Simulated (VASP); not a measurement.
# Ti (P6_3/mmc) in VASP: a series of runs

Runs on Ti. Level: PBE. Tasks: single point.

All numbers are computed with VASP 6.6.1; they aren't measurements. Logs are shortened: lines on timing, memory, paths and dates and some standing lists are left out, and cuts for length are marked.

## Step 1: The cell of the first run

It takes space group P6_3/mmc (No. 194, hexagonal). Conventional cell: a = 2.939 Å, b = 2.939 Å, c = 4.650 Å, α = 90.00°, β = 90.00°, γ = 120.00°. Ti (site symmetry -6m2) has 12 Ti at 2.88 to 2.94 Å within 3.8 Å.

## Step 2: Single point, PBE

Input file INCAR:

```
SYSTEM = Ti
ALGO = Normal
EDIFF = 1E-6
ENCUT = 500
GGA = PE
GGA_COMPAT = .FALSE.
ISIF = 2
ISMEAR = 0
LASPH = .TRUE.
LCHARG = .FALSE.
LREAL = .FALSE.
LWAVE = .FALSE.
NBANDS = 19
NELM = 120
PREC = Accurate
SIGMA = 0.1
```

Input file KPOINTS:

```
k-points
0
G
  18 18 10
  0 0 0
```

Input file POSCAR:

```
Ti
1.0
    2.9387434325      0.0000000000      0.0000000000
   -1.4693717163      2.5450264677      0.0000000000
    0.0000000000      0.0000000000      4.6498912116
Ti
2
Direct
    0.3333333333      0.6666666667      0.2500000000
    0.6666666667      0.3333333333      0.7500000000
```

Potentials or basis: VASP PAW PBE potentials, release 64 (Ti_sv).

The run is started by

```
$ cat potpaw_PBE.64/Ti_sv/POTCAR > POTCAR
$ mpirun -np 1 vasp_std > vasp.out
```

OUTCAR:

```text
SYSTEM = Ti
   EDIFF = 1E-6
   ENCUT = 500
   GGA = PE
   ISIF = 2
   ISMEAR = 0
   LASPH = .TRUE.
   LREAL = .FALSE.
   NELM = 120
   PREC = Accurate

 ion  position               nearest neighbor table
   1  0.333  0.667  0.250-   2 2.88   2 2.88   2 2.88   2 2.88   2 2.88   2 2.88
   2  0.667  0.333  0.750-   1 2.88   1 2.88   1 2.88   1 2.88   1 2.88   1 2.88

  LATTYP: Found a hexagonal cell.
 ALAT       =     2.9387434325
 C/A-ratio  =     1.5822719194

  Lattice vectors:

 A1 = (   2.9387434325,   0.0000000000,   0.0000000000)
 A2 = (  -1.4693717163,   2.5450264677,   0.0000000000)
 A3 = (   0.0000000000,   0.0000000000,   4.6498912116)

Analysis of symmetry for initial positions (statically):
=====================================================================
 Subroutine PRICEL returns:
 Original cell was already a primitive cell.

 Routine SETGRP: Setting up the symmetry group for a
 hexagonal supercell.

 Subroutine GETGRP returns: Found 24 space group operations
 (whereof 12 operations were pure point group operations)
 out of a pool of 24 trial point group operations.

The static configuration has the point symmetry D_3d.
 The point group associated with its full space group is D_6h.

Analysis of symmetry for dynamics (positions and initial velocities):
=====================================================================
 Subroutine PRICEL returns:
 Original cell was already a primitive cell.

 Routine SETGRP: Setting up the symmetry group for a
 hexagonal supercell.

 Subroutine GETGRP returns: Found 24 space group operations
 (whereof 12 operations were pure point group operations)
 out of a pool of 24 trial point group operations.

The dynamic configuration has the point symmetry D_3d.
 The point group associated with its full space group is D_6h.

 Subroutine INISYM returns: Found 24 space group operations
 (whereof 12 operations are pure point group operations),
 and found     1 'primitive' translations

----------------------------------------------------------------------------------------

                                     Primitive cell

  volume of cell :      34.7774

  direct lattice vectors                    reciprocal lattice vectors
     2.938743432  0.000000000  0.000000000     0.340281492  0.196461611  0.000000000
    -1.469371716  2.545026468  0.000000000     0.000000000  0.392923222  0.000000000
     0.000000000  0.000000000  4.649891212     0.000000000  0.000000000  0.215058795

  length of vectors
     2.938743432  2.938743432  4.649891212     0.392923222  0.392923222  0.215058795

  position of ions in fractional coordinates (direct lattice)
     0.333333333  0.666666667  0.250000000
     0.666666667  0.333333333  0.750000000

  ion indices of the primitive-cell ions
   primitive index   ion index
                 1           1
                 2           2

----------------------------------------------------------------------------------------

 KPOINTS: k-points

Automatic generation of k-mesh.
 Grid dimensions read from file:
 generate k-points for:   18   18   10

 Generating k-lattice:

  Cartesian coordinates                     Fractional coordinates (reciprocal lattice)
     0.018904527  0.010914534  0.000000000     0.055555556  0.000000000  0.000000000
     0.000000000  0.021829068  0.000000000     0.000000000  0.055555556  0.000000000
     0.000000000  0.000000000  0.021505879     0.000000000  0.000000000  0.100000000

  Length of vectors
     0.021829068  0.021829068  0.021505879

  Shift w.r.t. Gamma in fractional coordinates (k-lattice)
     0.000000000  0.000000000  0.000000000

 Subroutine IBZKPT returns following result:
 ===========================================

 Found    222 irreducible k-points:

 Following reciprocal coordinates:
            Coordinates               Weight
  0.000000  0.000000  0.000000      1.000000
  0.055556  0.000000  0.000000      6.000000
  0.111111  0.000000  0.000000      6.000000
  0.166667  0.000000  0.000000      6.000000
  0.222222  0.000000  0.000000      6.000000
  0.277778  0.000000  0.000000      6.000000
[... 16 lines left out ...]
  0.333333  0.111111  0.000000     12.000000
  0.388889  0.111111  0.000000     12.000000
 [... further k-points ...]
   k-points           NKPTS =    222   k-points in BZ     NKDIM =    222   number of bands    NBANDS=     19
   number of dos      NEDOS =    301   number of ions     NIONS =      2
   total plane-waves  NPLWV =  20736
   dimension x,y,z NGX =    24 NGY =   24 NGZ =   36
   dimension x,y,z NGXF=    48 NGYF=   48 NGZF=   72
   ions per type =               2
   NGX,Y,Z   is equivalent  to a cutoff of  13.58, 13.58, 12.87 a.u.
   NGXF,Y,Z  is equivalent  to a cutoff of  27.15, 27.15, 25.74 a.u.
 SYSTEM =  Ti
   PREC   = accura    normal or accurate (medium, high low for compatibility)
   ISTART =      0    job   : 0-new  1-cont  2-samecut
   ICHARG =      2    charge: 1-file 2-atom 10-const
[... 38 lines left out ...]
 Gauss-broadening in eV      SIGMA  =   0.10
  energy-cutoff  :      500.00
  volume of cell :       34.78
 maximum number of plane-waves:       911
 NGX is ok and might be reduce to    24
   NGX = 11   NGY = 11   NGZ = 17

 number of electron      24.0000002 magnetization

 Free energy of the ion-electron system (eV)
  ---------------------------------------------------
  ext. energy  EPLUGINS =         0.00000000
  ---------------------------------------------------
  free energy    TOTEN  =       -15.67699918 eV

  energy without entropy =      -15.66758066  energy(sigma->0) =      -15.67228992

 E-fermi :   8.3343     XC(G=0): -11.4919

 val. band max:        8.3248517970   @ k =   0.1667   0.0000   0.1000
 cond. band min:       8.3503789924   @ k =   0.0556   0.0000   0.5000
 fundamental gap:      0.0255271954
 Fermi energy:         8.3343378583

 k-point     1 :       0.0000    0.0000    0.0000
  band No.  band energies     occupation
      1     -48.5396      2.00000
      2     -48.4032      2.00000
      3     -25.1277      2.00000
      4     -24.4859      2.00000
      5     -24.4859      2.00000
      6     -24.4211      2.00000
[... 11 lines left out ...]
     18       9.9394      0.00000
     19      11.4690      0.00000

 k-point     2 :       0.0556    0.0000    0.0000
  band No.  band energies     occupation
      1     -48.5366      2.00000
      2     -48.4020      2.00000
      3     -25.1210      2.00000
      4     -24.4997      2.00000
      5     -24.4906      2.00000
      6     -24.4240      2.00000
[... 11 lines left out ...]
     18       9.8901      0.00000
     19      11.4958      0.00000

 k-point     3 :       0.1111    0.0000    0.0000
  band No.  band energies     occupation
      1     -48.5278      2.00000
      2     -48.3986      2.00000
      3     -25.1011      2.00000
      4     -24.5398      2.00000
      5     -24.5038      2.00000
      6     -24.4409      2.00000
[... 11 lines left out ...]
     18       9.8089      0.00000
     19      11.5631      0.00000

 k-point     4 :       0.1667    0.0000    0.0000
  band No.  band energies     occupation
      1     -48.5141      2.00000
      2     -48.3937      2.00000
      3     -25.0693      2.00000
      4     -24.6015      2.00000
      5     -24.5235      2.00000
      6     -24.5031      2.00000
[... 11 lines left out ...]
     18      10.0619      0.00000
     19      11.6455      0.00000

 k-point     5 :       0.2222    0.0000    0.0000
  band No.  band energies     occupation
      1     -48.4967      2.00000
      2     -48.3881      2.00000
      3     -25.0278      2.00000
      4     -24.6777      2.00000
      5     -24.5776      2.00000
      6     -24.5471      2.00000
[... 11 lines left out ...]
     18      10.3891      0.00000
     19      11.7236      0.00000
[... 334 lines left out ...]
      2     -48.3817      2.00000
      3     -24.9635      2.00000
      4     -24.7561      2.00000
      5     -24.6953      2.00000
      6     -24.5677      2.00000
[... 11 lines left out ...]
     18      11.0990      0.00000
     19      11.7374      0.00000

 k-point    22 :       0.2778    0.1111    0.0000
  band No.  band energies     occupation
      1     -48.4525      2.00000
      2     -48.3786      2.00000
      3     -24.9128      2.00000
      4     -24.8280      2.00000
      5     -24.7437      2.00000
      6     -24.6032      2.00000
[... 11 lines left out ...]
     18      11.5638      0.00000
     19      11.7687      0.00000

 k-point    23 :       0.3333    0.1111    0.0000
  band No.  band energies     occupation
      1     -48.4357      2.00000
      2     -48.3777      2.00000
      3     -24.8868      2.00000
      4     -24.8637      2.00000
      5     -24.7825      2.00000
      6     -24.6320      2.00000
[... 11 lines left out ...]
     18      11.7896      0.00000
     19      12.0448      0.00000

 k-point    24 :       0.3889    0.1111    0.0000
  band No.  band energies     occupation
      1     -48.4233      2.00000
      2     -48.3785      2.00000
      3     -24.9251      2.00000
      4     -24.8240      2.00000
      5     -24.8078      2.00000
      6     -24.6505      2.00000
[... 11 lines left out ...]
     18      11.8013      0.00000
     19      12.5311      0.00000

 [... further k-points ...]
[... 5 lines left out ...]
  --------------------------------------------------------------------------------------
  -------------------------------------------------------------------------------------
  Total       -0.0588471     -0.0588471     -0.0633382      0.0000000     -0.0000000      0.0000000
  in kB       -2.7110597     -2.7110597     -2.9179606      0.0000000     -0.0000000      0.0000000
  external PRESSURE =      -2.7800266 kB  Pullay stress =       0.0000000 kB

 VOLUME and BASIS-vectors are now :
 -----------------------------------------------------------------------------
  energy-cutoff  :      500.00
  volume of cell :       34.78
      direct lattice vectors                 reciprocal lattice vectors
     2.938743432  0.000000000  0.000000000     0.340281492  0.196461611  0.000000000
    -1.469371716  2.545026468  0.000000000     0.000000000  0.392923222  0.000000000
     0.000000000  0.000000000  4.649891212     0.000000000  0.000000000  0.215058795

 POSITION                                       TOTAL-FORCE (eV/Angst)
 -----------------------------------------------------------------------------------
     -0.00000      1.69668      1.16247         0.000000      0.000000      0.000000
      1.46937      0.84834      3.48742        -0.000000     -0.000000      0.000000
 -----------------------------------------------------------------------------------
    total drift:                                0.000000     -0.000000      0.000000

  FREE ENERGIE OF THE ION-ELECTRON SYSTEM (eV)
  ---------------------------------------------------
  free  energy   TOTEN  =       -15.6769991827 eV

  energy  without entropy=      -15.6675806605  energy(sigma->0) =      -15.67228992
```

Wall time 58 s (1 thread of Intel Xeon 6975P-C, shared host); peak memory 0.24 GiB.

What came out:

```yaml
Free_energy: -15.6770 eV
Pressure: -0.3 GPa
Band_gap_on_the_k_mesh: zero (band 12 reaches 9.10 eV, above the bottom of band 13 at 8.00 eV)
```

Levels at points of the mesh, in eV from the Fermi level:
```
           k point  band 8  band 9  band 10  band 11  band 12  band 13  band 14  band 15  band 16  band 17
(0.00, 0.00, 0.00)  -32.72   -6.22    -2.70     0.76     0.76     0.76     0.88     1.26     1.26     1.61
(0.50, 0.00, 0.00)  -32.79   -2.36    -2.16    -1.85    -0.64     0.47     0.62     1.17     3.32     3.55
(0.00, 0.00, 0.50)  -32.77   -4.36    -4.36     0.08     0.08     0.67     0.67     0.67     0.67     2.78
(0.50, 0.00, 0.50)  -32.88   -2.55    -2.55    -0.82    -0.82     1.31     1.31     1.71     1.71     3.46
```

## Step 3: Single point, PBE

Input file INCAR:

```
PREC     = Accurate       # precision mode
ENCUT    = 500            # plane-wave cutoff, eV
EDIFF    = 1E-6           # SCF threshold, eV
ISMEAR   = 0              # smearing method
SIGMA    = 0.1            # smearing width, eV
LREAL    = F              # projectors in reciprocal space
LASPH    = T              # aspherical terms in the spheres
NELM     = 120            # most SCF steps
ALGO     = Normal         # electronic algorithm
ISIF     = 2              # what is computed and relaxed
LWAVE    = F              # write WAVECAR
LCHARG   = F              # write CHGCAR
GGA      = PE             # functional
NBANDS   = 19             # bands
GGA_COMPAT= F
```

Input file KPOINTS:

```
regular mesh
0
Gamma
  18 18 10
```

POSCAR is that of step 2.

Potentials or basis: VASP PAW PBE potentials, release 64 (Ti_sv).

The run is started by

```
$ cat potpaw_PBE.64/Ti_sv/POTCAR > POTCAR
$ mpirun -np 1 vasp_std > vasp.out
```

Run time: 58 s. Hardware: 1 thread of Intel Xeon 6975P-C, shared host; peak memory 0.24 GiB.

The run converged. Its results:

| Quantity | Value |
| --- | --- |
| Free energy | -15.6770 eV |
| Pressure | -0.3 GPa |
| Band gap on the k mesh | zero (band 12 reaches 9.10 eV, above the bottom of band 13 at 8.00 eV) |

Levels at points of the mesh, in eV from the Fermi level:
| k point | band 10 | band 11 | band 12 | band 13 | band 14 | band 15 |
| --- | --- | --- | --- | --- | --- | --- |
| (0.00, 0.00, 0.00) | -2.70 | 0.76 | 0.76 | 0.76 | 0.88 | 1.26 |
| (0.50, 0.00, 0.00) | -2.16 | -1.85 | -0.64 | 0.47 | 0.62 | 1.17 |
| (0.00, 0.00, 0.50) | -4.36 | 0.08 | 0.08 | 0.67 | 0.67 | 0.67 |
| (0.50, 0.00, 0.50) | -2.55 | -0.82 | -0.82 | 1.31 | 1.31 | 1.71 |

## Step 4: Single point, PBE (volume scaled by 1.03, then relaxed in part)

Input file INCAR:

```
PREC = Accurate
ENCUT = 500
EDIFF = 1E-6
ISMEAR = 0
SIGMA = 0.1
LREAL = F
LASPH = T
NELM = 120
ALGO = Normal
ISIF = 2
LWAVE = F
LCHARG = F
GGA = PE
NBANDS = 19
GGA_COMPAT = F
```

KPOINTS is that of step 3.

Input file POSCAR:

```
Ti
1.0
    2.9678417945      0.0000000000      0.0000000000
   -1.4839208973      2.5702263885      0.0000000000
    0.0000000000      0.0000000000      4.6959327328
Ti
2
Direct
    0.3333333333      0.6666666667      0.2500000000
    0.6666666667      0.3333333333      0.7500000000
```

The run is started by

```
$ cat potpaw_PBE.64/Ti_sv/POTCAR > POTCAR
$ mpirun -np 1 vasp_std > vasp.out
```

Wall time 67 s (1 thread of Intel Xeon 6975P-C, shared host); peak memory 0.24 GiB.

It converged, with:

```
Free energy            : -15.6654 eV
Pressure               : -3.4 GPa
Band gap on the k mesh : zero (band 12 reaches 8.77 eV, above the bottom of band 13 at 7.69 eV)
```

Stress tensor (GPa, compression positive):
```
-3.35  0.00  0.00
 0.00 -3.35  0.00
 0.00  0.00 -3.45
```

Levels at points of the mesh, in eV from the Fermi level:
```
           k point  band 10  band 11  band 12  band 13  band 14  band 15
(0.00, 0.00, 0.00)    -2.62     0.69     0.75     0.75     0.86     1.22
(0.50, 0.00, 0.00)    -2.08    -1.78    -0.67     0.46     0.59     1.12
(0.00, 0.00, 0.50)    -4.33     0.08     0.08     0.65     0.65     0.65
(0.50, 0.00, 0.50)    -2.47    -0.79    -0.79     1.24     1.24     1.66
```

## Step 5: Single point, PBE (volume scaled by 1.06, then relaxed in part)

Input file INCAR:

```
SYSTEM = Ti
  PREC = Accurate
  ENCUT = 500
  EDIFF = 1E-6
  ISMEAR = 0
  SIGMA = 0.1
  LREAL = .False.
  LASPH = .True.
  NELM = 120
  ALGO = Normal
  ISIF = 2
  LWAVE = .False.
  LCHARG = .False.
  GGA = PE
  NBANDS = 19
  GGA_COMPAT = .False.
```

Input file KPOINTS:

```
Automatic mesh
0
Gamma
  18 18 10
  0 0 0
```

Input file POSCAR:

```
Ti
1.0
    2.9963804856      0.0000000000      0.0000000000
   -1.4981902428      2.5949416199      0.0000000000
    0.0000000000      0.0000000000      4.7410887023
Ti
2
Direct
    0.3333333333      0.6666666667      0.2500000000
    0.6666666667      0.3333333333      0.7500000000
```

The run is started by

```
$ cat potpaw_PBE.64/Ti_sv/POTCAR > POTCAR
$ mpirun -np 1 vasp_std > vasp.out
```

It took 70 s on 1 thread of Intel Xeon 6975P-C, shared host; peak memory 0.24 GiB.

Results (log left out):

```yaml
Free_energy: -15.6349 eV
Pressure: -6.1 GPa
Band_gap_on_the_k_mesh: zero (band 12 reaches 8.46 eV, above the bottom of band 13 at 7.40 eV)
```

Stress tensor (GPa, compression positive):
```
-6.02  0.00  0.00
 0.00 -6.02  0.00
 0.00  0.00 -6.17
```

Levels at points of the mesh, in eV from the Fermi level:
```csv
k point,band 8,band 9,band 10,band 11,band 12,band 13,band 14,band 15,band 16,band 17
"(0.00, 0.00, 0.00)",-32.88,-6.07,-2.56,0.62,0.73,0.73,0.83,1.19,1.19,1.50
"(0.50, 0.00, 0.00)",-32.94,-2.28,-2.00,-1.70,-0.69,0.45,0.57,1.08,3.08,3.29
"(0.00, 0.00, 0.50)",-32.92,-4.29,-4.29,0.08,0.08,0.64,0.64,0.64,0.64,2.59
"(0.50, 0.00, 0.50)",-33.01,-2.40,-2.40,-0.76,-0.76,1.17,1.17,1.60,1.60,3.21
```

## Step 6: Single point, PBE (volume scaled by 1.09, then relaxed in part)

Input file INCAR:

```
SYSTEM = Ti
PREC     = Accurate       ! precision mode
ENCUT    = 500            ! plane-wave cutoff, eV
EDIFF    = 1E-6           ! SCF threshold, eV
ISMEAR   = 0              ! smearing method
SIGMA    = 0.1            ! smearing width, eV
LREAL    = .FALSE.        ! projectors in reciprocal space
LASPH    = .TRUE.         ! aspherical terms in the spheres
NELM     = 120            ! most SCF steps
ALGO     = Normal         ! electronic algorithm
ISIF     = 2              ! what is computed and relaxed
LWAVE    = .FALSE.        ! write WAVECAR
LCHARG   = .FALSE.        ! write CHGCAR
GGA      = PE             ! functional
NBANDS   = 19             ! bands
GGA_COMPAT= .FALSE.
```

Input file KPOINTS:

```
Automatic mesh
0
G
  18 18 10
  0 0 0
```

Input file POSCAR:

```
Ti
1.0
    3.0261408978      0.0000000000      0.0000000000
   -1.5130704489      2.6207148929      0.0000000000
    0.0000000000      0.0000000000      4.7798508306
Ti
2
Direct
    0.3333333333      0.6666666667      0.2500000000
    0.6666666667      0.3333333333      0.7500000000
```

Potentials or basis: VASP PAW PBE potentials, release 64 (Ti_sv).

The run is started by

```
$ cat potpaw_PBE.64/Ti_sv/POTCAR > POTCAR
$ mpirun -np 1 vasp_std > vasp.out
```

Wall time 73 s (1 thread of Intel Xeon 6975P-C, shared host); peak memory 0.25 GiB.

It converged, with:

```yaml
Free_energy: -15.5881 eV
Pressure: -8.4 GPa
Band_gap_on_the_k_mesh: zero (band 12 reaches 8.16 eV, above the bottom of band 13 at 7.12 eV)
```

Levels at points of the mesh, in eV from the Fermi level:
```tsv
k point	band 10	band 11	band 12	band 13	band 14	band 15
(0.00, 0.00, 0.00)	-2.49	0.58	0.71	0.71	0.82	1.15
(0.50, 0.00, 0.00)	-1.93	-1.64	-0.71	0.44	0.55	1.05
(0.00, 0.00, 0.50)	-4.25	0.08	0.08	0.62	0.62	0.62
(0.50, 0.00, 0.50)	-2.33	-0.73	-0.73	1.11	1.11	1.55
```

## Step 7: Summary

```csv
cell,gap on the mesh (eV),pressure (GPa)
"a = 2.939, b = 2.939, c = 4.650 Å, angles 90.0, 90.0, 120.0°, 2 atoms",none,-0.3
"a = 2.968, b = 2.968, c = 4.696 Å, angles 90.0, 90.0, 120.0°, 2 atoms",none,-3.4
"a = 2.996, b = 2.996, c = 4.741 Å, angles 90.0, 90.0, 120.0°, 2 atoms",none,-6.1
"a = 3.026, b = 3.026, c = 4.780 Å, angles 90.0, 90.0, 120.0°, 2 atoms",none,-8.4
```

Alike in all rows: task single point; level PBE; potentials or basis VASP PAW PBE potentials, release 64 (Ti_sv); no spin polarisation; k mesh 18 × 18 × 10; cutoff (eV) 500; smearing gaussian 0.1 eV.

Absolute energies hang on the potentials; compare differences alone.
